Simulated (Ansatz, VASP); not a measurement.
# P: VASP beside Ansatz

```xyz
4
Lattice="-1.6435 0.0000 5.2135 0.0000 -4.3496 0.0000 1.6435 0.0000 5.2135" Properties=species:S:1:pos:R:3 pbc="T T T"
P     0.0000   -3.9581    1.0219
P     0.0000   -2.5663    6.2354
P     0.0000   -0.3915    9.4052
P     0.0000   -1.7833    4.1917
```

Alike in both runs: task single point; functional PBE; k mesh 8 × 6 × 8; occupations gaussian, width 0.0237 eV; no spin polarisation.

|  | VASP | Ansatz |
| --- | --- | --- |
| version | VASP 6.6.1 | Ansatz 0.2.0 |
| potentials or method | VASP PAW PBE potentials, release 64 (P), cutoff 520 eV | PAW plane waves |
| valence electrons in the cell | 20 | 20 |

|  | VASP | Ansatz | Ansatz less VASP |
| --- | --- | --- | --- |
| pressure (GPa) | 8.0 | 8.4 | +0.41 |
| traceless stress, the component that is largest in VASP (GPa) | 1.32 | 1.29 | -0.033 |
| rms of the force components (eV/Å) | 0.659 | 0.691 | +0.0322 |

Atom by atom the forces differ by 0.033 eV/Å (rms over components). The functional is the same, so the differences come from potentials, cutoffs and numerics.
